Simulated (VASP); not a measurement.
Si:

```
CELL_PARAMETERS angstrom
0.00000 1.67000 1.67000
1.67000 0.00000 1.67000
1.67000 1.67000 0.00000
ATOMIC_POSITIONS crystal
Si 0.00000 0.00000 0.00000
```

Base run:

```yaml
Program: VASP 6.6.1
Functional: PBEsol
Potentials_or_basis: VASP PAW PBE potentials, release 64 (Si)
Cutoff: 500 eV
k_mesh: 15 × 15 × 15
Occupations: fermi-dirac, width 0.1 eV
Spin: no spin polarisation
```

Its results: band gap on the k mesh zero (band 2 reaches 30.84 eV, above the bottom of band 3 at 13.94 eV); pressure 91.0 GPa.

**Question.** The run is repeated on the same cell with these changes: functional from PBEsol to PBE. What comes out?

**Answer.** Band gap on the k mesh zero (band 2 reaches 30.90 eV, above the bottom of band 3 at 13.99 eV); pressure 94.3 GPa.

PBE binds less tightly than PBEsol, so the same cell stands under more pressure.

Caveats: the PAW data sets were made with another functional, which shifts forces and pressure a little (some runs).
